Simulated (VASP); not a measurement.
Runs of VASP 6.6.1 on ZnSe (NiAs type). The structure is that of space group P6_3/mmc (No. 194), or close to it. The cells are those of the table. 

| task | cell | cutoff (eV) | k mesh for the DOS | occupations for the DOS | gap on the mesh (eV) | pressure (GPa) |
| --- | --- | --- | --- | --- | --- | --- |
| single point | a = 3.383, b = 3.383, c = 5.674 Å, angles 90.0, 90.0, 120.0°, 4 atoms | 520 | - | - | none | 49.7 |
| relaxation of shape and atoms at fixed volume | relaxed from a = 3.423, b = 3.423, c = 5.539 Å, angles 90.0, 90.0, 120.0°, 4 atoms | 600 | - | - | none | 49.6 |
| single point | a = 3.229, b = 3.229, c = 5.534 Å, angles 90.0, 90.0, 120.0°, 4 atoms | 520 | - | - | none | (a) |
| relaxation of shape and atoms at fixed volume | relaxed from a = 3.130, b = 3.130, c = 5.063 Å, angles 90.0, 90.0, 120.0°, 4 atoms | 600 | - | - | none | 164.7 |

Alike in all rows: level PBE; potentials or basis VASP PAW PBE potentials, release 64 (Zn, Se); no spin polarisation; k mesh 10 × 10 × 6; smearing fermi-dirac 0.08 eV.

Question: Fill in the values left out.

Answer: (a) 87.8.

A k mesh can miss the band edges, and the runs leave out spin-orbit coupling on Se.

A gap of «none» marks levels without a gap at the run's occupations.
